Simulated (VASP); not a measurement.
Here is a VASP 6.6.1 calculation.

Contents of INCAR:

```
SYSTEM = HfO2
  PREC = Accurate
  ENCUT = 520
  EDIFF = 1E-6
  ISMEAR = -1
  SIGMA = 0.3102
  LREAL = Auto
  LASPH = .TRUE.
  NELM = 60
  ALGO = Normal
  ISIF = 2
  LWAVE = .FALSE.
  LCHARG = .FALSE.
  GGA = PE
  NBANDS = 81
  ISYM = 0
```

The input KPOINTS:

```
regular mesh
0
G
  1 1 1
  0 0 0
```

Contents of POSCAR:

```
HfO2
1.0
    5.9133820000      0.0936650000     -0.0263170000
    0.0936650000      6.1692290000     -0.0293520000
   -0.0263170000     -0.0293520000      5.6660680000
Hf O
6 12
Direct
    0.1247488529      0.4485472847      0.0687693433
    0.7626183202      0.1589775724      0.7880108633
    0.2603687901      0.9149177402      0.0677465909
    0.3475467816      0.2444115214      0.5597783782
    0.6797349216      0.6488813349      0.2676110751
    0.0368442048      0.7521034362      0.6160514433
    1.0828160716      0.2063578696      0.2630458171
    0.0347687889      1.0182365925      0.8020010156
    0.6745779929      0.4483365455      0.6337273826
    0.6276764101      0.9087137010      0.0646370860
    0.3680050081      0.1936025179      0.9092210699
    0.0899620415      0.3957277844      0.7063783797
    0.6879476400      0.9068134438      0.5761246611
    0.3116901481     -0.1311722320      0.3984369023
   -0.1904298215      0.5288158920      0.9919163099
    0.9735127168      0.6598679139      0.2976062725
    0.3764358705      0.6583956690      0.8210180133
    0.4248112797      0.4170567798      0.2681155978
```

Potentials or basis: VASP PAW PBE potentials, release 64 (Hf_pv, O).

Launch:

```bash
$ cat potpaw_PBE.64/Hf_pv/POTCAR potpaw_PBE.64/O/POTCAR > POTCAR
$ mpirun -np 1 vasp_gam > vasp.out
```

Q: Estimate the pressure.

A: 20.7 GPa.

Q: Estimate the largest force.

A: 12.865 eV/Å.

Q: Predict the band gap on the k mesh.

A: 2.14 eV.

Forces in eV/Å, atoms in the order of the input:
```
Hf    3.740  -2.484  -3.069
Hf   -5.762   3.145   1.231
Hf    4.564   2.542  -1.562
Hf   -1.325   0.140  -3.179
Hf  -12.829   0.619   0.732
Hf    1.851  -2.921   0.673
O    -0.706  -2.463   1.179
O     4.490  -2.980   1.736
O    -0.903  -3.468  -2.134
O    -0.604   1.327   0.726
O     2.397  -0.620  -0.218
O    -1.580   2.034  -1.506
O     2.728   0.745   0.025
O    -1.275   0.555   2.804
O    -0.007  -2.293  -2.403
O     9.618   2.058   1.541
O    -5.028   2.143   2.194
O     0.634   1.920   1.231
```

Caveat: the k points lie up to 1.11 Å⁻¹ apart; spin-orbit coupling is left out, which moves the levels of the heavy elements.
